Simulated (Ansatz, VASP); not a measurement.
**Ag: VASP beside Ansatz**

```
Ag
1.0
     0.00000    2.12482    1.96138
     2.12482    0.00000    1.96138
     2.12482    2.12482    0.00000
Ag
1
Direct
  0.00000 0.00000 0.00000
```

Change from the starting cell: strain +0.040 along x and y, -0.040 along z, atoms carried along.

Alike in both runs: task single point; functional PBEsol; k mesh 20 × 20 × 20; occupations gaussian, width 0.15 eV; no spin polarisation.

|  | VASP | Ansatz |
| --- | --- | --- |
| version | VASP 6.6.1 | Ansatz 0.2.0 |
| potentials or method | VASP PAW PBE potentials, release 64 (Ag), cutoff 520 eV | scalar-relativistic, plane waves, PAW |
| valence electrons in the cell | 11 | 19 |

VASP gave:

```
gap on the k mesh at the Fermi level (eV)                     : none
pressure (GPa)                                                : -6.1
traceless stress, the component that is largest in VASP (GPa) : 1.35
```

Question: Which values does Ansatz return?

Answer: gap on the k mesh at the Fermi level (eV): none; pressure (GPa): -6.0; traceless stress, the component that is largest in VASP (GPa): 1.36.

VASP's potentials were made for PBE, not for PBEsol. A gap of «none» marks a metal or a gap that the smearing closes. With one functional, cell and mesh, what is left measures potentials, basis and numerics. VASP's potentials hold 11 valence electrons a cell and Ansatz's 19, so a difference there can come from the potentials and not from the codes.
